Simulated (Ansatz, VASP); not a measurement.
## AgBr in VASP and in Ansatz

```
Ag Br
1.0
     4.09212    0.00000    0.04146
     0.00000    4.09190    0.00000
    -0.05767    0.00000    5.78353
Ag Br
2 2
Direct
  0.74997 0.75000 0.74998
  0.25003 0.25000 0.25002
  0.24998 0.25000 0.75000
  0.75002 0.75000 0.25000
```

Alike in both runs: task single point; functional PBEsol; k mesh 4 × 4 × 4; no spin polarisation.

|  | VASP | Ansatz |
| --- | --- | --- |
| version | VASP 6.6.1 | Ansatz 0.2.0 |
| potentials or method | VASP PAW PBE potentials, release 64 (Ag, Br) | plane waves |
| plane-wave cutoff (eV) | 500 | 420 |
| occupations | methfessel-paxton of order 1, width 0.05 eV | cold, width 0.05 eV |
| valence electrons in the cell | 36 | 52 |

```csv
,VASP,Ansatz,Ansatz less VASP
gap on the k mesh at the Fermi level (eV),0.51,0.51,0.000
pressure (GPa),-2.6,-2.5,+0.03
"traceless stress, the component that is largest in VASP (GPa)",-0.21,-0.18,+0.025
```

VASP's potentials were made for PBE, not for PBEsol. VASP's potentials hold 36 valence electrons a cell and Ansatz's 52, so a difference there can come from the potentials and not from the codes.
